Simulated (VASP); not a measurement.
# ZnF2 (P4_2/mnm) in VASP: notebook

The runs below take ZnF2 through single point, relaxation of cell and atoms, with PBE.

Everything below comes from runs of VASP 6.6.1. Logs are shortened: lines on timing, memory, paths and dates and some standing lists are left out, and cuts for length are marked.

## (1) The cell of the first run

The structure is tetragonal, space group P4_2/mnm (No. 136). Conventional cell: a = 4.800 Å, b = 4.800 Å, c = 3.176 Å, α = 90.00°, β = 90.00°, γ = 90.00°. Zn (site symmetry mmm) has 6 F at 2.07 Å within 2.7 Å. Within 2.7 Å of F (site symmetry m2m) lie 3 Zn at 2.07 Å and 1 F at 2.66 Å.

## (2) Single point, PBE

INCAR

```
PREC = Accurate
ENCUT = 600
EDIFF = 1E-6
ISMEAR = 1
SIGMA = 0.15
LREAL = F
LASPH = T
NELM = 120
ALGO = Normal
ISIF = 2
LWAVE = F
LCHARG = F
GGA = PE
NBANDS = 35
GGA_COMPAT = F
```

KPOINTS

```
Automatic mesh
0
Gamma
  4 4 6
```

POSCAR

```
ZnF2
1.0
    4.7997256357      0.0000000000      0.0000000000
    0.0000000000      4.7997256357      0.0000000000
    0.0000000000      0.0000000000      3.1757966231
Zn F
2 4
Direct
    0.0000000000      0.0000000000      0.0000000000
    0.5000000000      0.5000000000      0.5000000000
    0.3043783759      0.3043783759      0.0000000000
    0.1956216241      0.8043783759      0.5000000000
    0.6956216241      0.6956216241      0.0000000000
    0.8043783759      0.1956216241      0.5000000000
```

Potentials or basis: VASP PAW PBE potentials, release 64 (Zn, F).

On the command line:

```console
> cat potpaw_PBE.64/Zn/POTCAR potpaw_PBE.64/F/POTCAR > POTCAR
> mpirun -np 1 vasp_std > vasp.out
```

OUTCAR:

```text
PREC = Accurate
   ENCUT = 600
   EDIFF = 1E-6
   ISMEAR = 1
   LREAL = F
   LASPH = T
   NELM = 120
   ISIF = 2
   GGA = PE

 ion  position               nearest neighbor table
   1  0.000  0.000  0.000-   3 2.07   5 2.07   4 2.07   6 2.07   4 2.07   6 2.07
   2  0.500  0.500  0.500-   4 2.07   6 2.07   5 2.07   3 2.07   3 2.07   5 2.07
   3  0.304  0.304  0.000-   1 2.07   2 2.07   2 2.07
   4  0.196  0.804  0.500-   2 2.07   1 2.07   1 2.07
   5  0.696  0.696  0.000-   1 2.07   2 2.07   2 2.07
   6  0.804  0.196  0.500-   2 2.07   1 2.07   1 2.07

  LATTYP: Found a simple tetragonal cell.
 ALAT       =     4.7997256357
 C/A-ratio  =     0.6616621166

  Lattice vectors:

 A1 = (   4.7997256357,   0.0000000000,   0.0000000000)
 A2 = (   0.0000000000,   4.7997256357,   0.0000000000)
 A3 = (   0.0000000000,   0.0000000000,   3.1757966231)

Analysis of symmetry for initial positions (statically):
=====================================================================
 Subroutine PRICEL returns:
 Original cell was already a primitive cell.

 Routine SETGRP: Setting up the symmetry group for a
 simple tetragonal supercell.

 Subroutine GETGRP returns: Found 16 space group operations
 (whereof  8 operations were pure point group operations)
 out of a pool of 16 trial point group operations.

The static configuration has the point symmetry D_2h.
 The point group associated with its full space group is D_4h.

Analysis of symmetry for dynamics (positions and initial velocities):
=====================================================================
 Subroutine PRICEL returns:
 Original cell was already a primitive cell.

 Routine SETGRP: Setting up the symmetry group for a
 simple tetragonal supercell.

 Subroutine GETGRP returns: Found 16 space group operations
 (whereof  8 operations were pure point group operations)
 out of a pool of 16 trial point group operations.

The dynamic configuration has the point symmetry D_2h.
 The point group associated with its full space group is D_4h.

 Subroutine INISYM returns: Found 16 space group operations
 (whereof  8 operations are pure point group operations),
 and found     1 'primitive' translations

----------------------------------------------------------------------------------------

                                     Primitive cell

  volume of cell :      73.1620

  direct lattice vectors                    reciprocal lattice vectors
     4.799725636  0.000000000  0.000000000     0.208345242  0.000000000  0.000000000
     0.000000000  4.799725636  0.000000000     0.000000000  0.208345242  0.000000000
     0.000000000  0.000000000  3.175796623     0.000000000  0.000000000  0.314881625

  length of vectors
     4.799725636  4.799725636  3.175796623     0.208345242  0.208345242  0.314881625

  position of ions in fractional coordinates (direct lattice)
     0.000000000  0.000000000  0.000000000
     0.500000000  0.500000000  0.500000000
     0.304378376  0.304378376  0.000000000
     0.195621624  0.804378376  0.500000000
     0.695621624  0.695621624  0.000000000
     0.804378376  0.195621624  0.500000000

  ion indices of the primitive-cell ions
   primitive index   ion index
                 1           1
                 2           2
                 3           3
                 4           4
                 5           5
                 6           6

----------------------------------------------------------------------------------------

 KPOINTS: Automatic mesh

Automatic generation of k-mesh.
 Grid dimensions read from file:
 generate k-points for:    4    4    6

 Generating k-lattice:

  Cartesian coordinates                     Fractional coordinates (reciprocal lattice)
     0.052086311  0.000000000  0.000000000     0.250000000  0.000000000  0.000000000
     0.000000000  0.052086311  0.000000000     0.000000000  0.250000000  0.000000000
     0.000000000  0.000000000  0.052480271     0.000000000  0.000000000  0.166666667

  Length of vectors
     0.052086311  0.052086311  0.052480271

  Shift w.r.t. Gamma in fractional coordinates (k-lattice)
     0.000000000  0.000000000  0.000000000

 Subroutine IBZKPT returns following result:
 ===========================================

 Found     24 irreducible k-points:

 Following reciprocal coordinates:
            Coordinates               Weight
  0.000000  0.000000  0.000000      1.000000
  0.250000  0.000000  0.000000      4.000000
  0.500000  0.000000  0.000000      2.000000
  0.250000  0.250000  0.000000      4.000000
  0.500000  0.250000  0.000000      4.000000
  0.500000  0.500000  0.000000      1.000000
[... 16 lines left out ...]
  0.500000  0.250000  0.500000      4.000000
  0.500000  0.500000  0.500000      1.000000
   k-points           NKPTS =     24   k-points in BZ     NKDIM =     24   number of bands    NBANDS=     35
   number of dos      NEDOS =    301   number of ions     NIONS =      6
   total plane-waves  NPLWV =  44800
   dimension x,y,z NGX =    40 NGY =   40 NGZ =   28
   dimension x,y,z NGXF=    80 NGYF=   80 NGZF=   56
   ions per type =               2   4
   NGX,Y,Z   is equivalent  to a cutoff of  13.85, 13.85, 14.66 a.u.
   NGXF,Y,Z  is equivalent  to a cutoff of  27.71, 27.71, 29.31 a.u.
 SYSTEM =  unknown system
   PREC   = accura    normal or accurate (medium, high low for compatibility)
   ISTART =      0    job   : 0-new  1-cont  2-samecut
   ICHARG =      2    charge: 1-file 2-atom 10-const
   ISPIN  =      1    spin polarized calculation?
   LNONCOLLINEAR =      F non collinear calculations
   LSORBIT =      F    spin-orbit coupling
   LASPH  =      T    aspherical Exc in radial PAW
   ENCUT  =  600.0 eV  44.10 Ry    6.64 a.u.   9.59  9.59  6.34*2*pi/ulx,y,z
   NELM   =    120;   NELMIN=  2; NELMDL= -5     # of ELM steps
   EDIFF  = 0.1E-05   stopping-criterion for ELM
   LREAL  =      F    real-space projection
   EDIFFG = 0.1E-04   stopping-criterion for IOM
   NSW    =      0    number of steps for IOM
   IBRION =     -1    ionic relax: 0-MD 1-quasi-New 2-CG
   NFREE  =      0    steps in history (QN), initial steepest desc. (CG)
   ISIF   =      2    stress and relaxation
   ISYM   =      2    0-nonsym 1-usesym 2-fastsym
   POTIM  = 0.5000    time-step for ionic-motion
   TEBEG  =    0.0;   TEEND  =   0.0 temperature during run
   PSTRESS=    0.0 pullay stress
   NELECT =      52.0000    total number of electrons
   NUPDOWN=      -1.0000    fix difference up-down
   EMIN   =  10.00;   EMAX   =-10.00  energy-range for DOS
   EFERMI =   0.00;   METHOD = LEGACY
   ISMEAR =     1;   SIGMA  =   0.15  broadening in eV -4-tet -1-fermi 0-gaus
   EFERMI_NEDOS =   21; number of points for ismear=-14 and -15
   IALGO  =     38    algorithm
   IMIX   =      4    mixing-type and parameters
     AMIX     =   0.40;   BMIX     =  1.00
     AMIX_MAG =   1.60;   BMIX_MAG =  1.00
  volume/ion in A,a.u.               =      12.19        82.29
  Fermi-wavevector in a.u.,A,eV,Ry     =   1.460991  2.760872 29.041550  2.134494
  Thomas-Fermi vector in A             =   2.577375
   LORBIT       =      0    0 simple, 1 ext, 2 COOP (PROOUT), +10 PAW based schemes
   GGA     = PE    functional components
   LHFCALC =     F    Hartree Fock is set to
   AEXX    =    0.0000 exact exchange contribution
   IVDW    =     0    specifies the selected vdW correction
   LEPSILON=     F    determine dielectric tensor
   LRPA    =     F    only Hartree local field effects (RPA)
 non-spin polarized calculation
 Methfessel and Paxton  Order N= 1 SIGMA  =   0.15
  energy-cutoff  :      600.00
  volume of cell :       73.16
 maximum number of plane-waves:      2480
 NGX is ok and might be reduce to    40
   NGX = 19   NGY = 19   NGZ = 13

 number of electron      51.9999974 magnetization

 Free energy of the ion-electron system (eV)
  ---------------------------------------------------
  ext. energy  EPLUGINS =         0.00000000
  ---------------------------------------------------
  free energy    TOTEN  =       -23.24895122 eV

  energy without entropy =      -23.25614639  energy(sigma->0) =      -23.25134961

 E-fermi :  -1.6533     XC(G=0):  -9.9936

 val. band max:       -1.7146972507   @ k =   0.0000   0.0000   0.0000
 cond. band min:       1.7416041721   @ k =   0.0000   0.0000   0.0000
 fundamental gap:      3.4563014228
 Fermi energy:        -1.6532882501

 k-point     1 :       0.0000    0.0000    0.0000
  band No.  band energies     occupation
      1     -23.1148      2.00000
      2     -22.4345      2.00000
      3     -22.4345      2.00000
      4     -22.4108      2.00000
      5      -7.4265      2.00000
      6      -6.6618      2.00000
[... 27 lines left out ...]
     34      12.9493      0.00000
     35      13.2439      0.00000

 k-point     2 :       0.2500    0.0000    0.0000
  band No.  band energies     occupation
      1     -23.0330      2.00000
      2     -22.5879      2.00000
      3     -22.4175      2.00000
      4     -22.3651      2.00000
      5      -7.1573      2.00000
      6      -6.5744      2.00000
[... 27 lines left out ...]
     34      13.9023      0.00000
     35      14.0747      0.00000

 k-point     3 :       0.5000    0.0000    0.0000
  band No.  band energies     occupation
      1     -22.8250      2.00000
      2     -22.8250      2.00000
      3     -22.3812      2.00000
      4     -22.3812      2.00000
      5      -6.6059      2.00000
      6      -6.6059      2.00000
[... 27 lines left out ...]
     34      13.8119      0.00000
     35      14.7088      0.00000

 k-point     4 :       0.2500    0.2500    0.0000
  band No.  band energies     occupation
      1     -22.9623      2.00000
      2     -22.6236      2.00000
      3     -22.4524      2.00000
      4     -22.3721      2.00000
      5      -7.1071      2.00000
      6      -6.5270      2.00000
[... 27 lines left out ...]
     34      13.3094      0.00000
     35      14.1461      0.00000

 k-point     5 :       0.5000    0.2500    0.0000
  band No.  band energies     occupation
      1     -22.7881      2.00000
      2     -22.7881      2.00000
      3     -22.4206      2.00000
      4     -22.4206      2.00000
      5      -6.8556      2.00000
      6      -6.8556      2.00000
[... 638 lines left out ...]
 k-point    22 :       0.2500    0.2500    0.5000
  band No.  band energies     occupation
      1     -22.6041      2.00000
      2     -22.5792      2.00000
      3     -22.4331      2.00000
      4     -22.4067      2.00000
      5      -6.5495      2.00000
      6      -6.3156      2.00000
[... 27 lines left out ...]
     34      12.4650      0.00000
     35      13.2292      0.00000

 k-point    23 :       0.5000    0.2500    0.5000
  band No.  band energies     occupation
      1     -22.5822      2.00000
      2     -22.5822      2.00000
      3     -22.4280      2.00000
      4     -22.4280      2.00000
      5      -6.5724      2.00000
      6      -6.5724      2.00000
[... 27 lines left out ...]
     34      11.6884      0.00000
     35      14.3098      0.00000

 k-point    24 :       0.5000    0.5000    0.5000
  band No.  band energies     occupation
      1     -22.5867      2.00000
      2     -22.5867      2.00000
      3     -22.4215      2.00000
      4     -22.4215      2.00000
      5      -6.6966      2.00000
      6      -6.6966      2.00000
[... 27 lines left out ...]
     34      10.8741      0.00000
     35      15.2754      0.00000

------------------------ aborting loop because EDIFF is reached ----------------------------------------

  FORCE on cell =-STRESS in cart. coord.  units (eV):
  Direction    XX          YY          ZZ          XY          YZ          ZX
  --------------------------------------------------------------------------------------
  -------------------------------------------------------------------------------------
  Total        0.1099932      0.1099932      0.2313614      0.0000000      0.0000000      0.0000000
  in kB        2.4087447      2.4087447      5.0665933      0.0000000      0.0000000      0.0000000
  external PRESSURE =       3.2946942 kB  Pullay stress =       0.0000000 kB

 VOLUME and BASIS-vectors are now :
 -----------------------------------------------------------------------------
  energy-cutoff  :      600.00
  volume of cell :       73.16
      direct lattice vectors                 reciprocal lattice vectors
     4.799725636  0.000000000  0.000000000     0.208345242  0.000000000  0.000000000
     0.000000000  4.799725636  0.000000000     0.000000000  0.208345242  0.000000000
     0.000000000  0.000000000  3.175796623     0.000000000  0.000000000  0.314881625

 POSITION                                       TOTAL-FORCE (eV/Angst)
 -----------------------------------------------------------------------------------
      0.00000      0.00000      0.00000         0.000000      0.000000     -0.000000
      2.39986      2.39986      1.58790         0.000000      0.000000     -0.000000
      1.46093      1.46093      0.00000        -0.010643     -0.010643      0.000000
      0.93893      3.86080      1.58790         0.010643     -0.010643     -0.000000
      3.33879      3.33879      0.00000         0.010643      0.010643     -0.000000
      3.86080      0.93893      1.58790        -0.010643      0.010643     -0.000000
 -----------------------------------------------------------------------------------
    total drift:                                0.000000     -0.000000     -0.000000

  FREE ENERGIE OF THE ION-ELECTRON SYSTEM (eV)
  ---------------------------------------------------
  free  energy   TOTEN  =       -23.2489512157 eV

  energy  without entropy=      -23.2561463878  energy(sigma->0) =      -23.25134961
```

It took 57 s on 1 thread of Intel Xeon Platinum 8375C at 2.90GHz (Ice Lake), shared host; peak memory 0.23 GiB.

What came out:

* Free energy: -23.2490 eV
* Pressure: 0.3 GPa
* Largest force: 0.015 eV/Å
* Band gap on the k mesh: 3.46 eV

Forces in eV/Å, atoms in the order of the input:
```
Zn   0.000  0.000  0.000
Zn   0.000  0.000  0.000
F   -0.011 -0.011  0.000
F    0.011 -0.011  0.000
F    0.011  0.011  0.000
F   -0.011  0.011  0.000
```

(Part 1 of 2 ends here.)
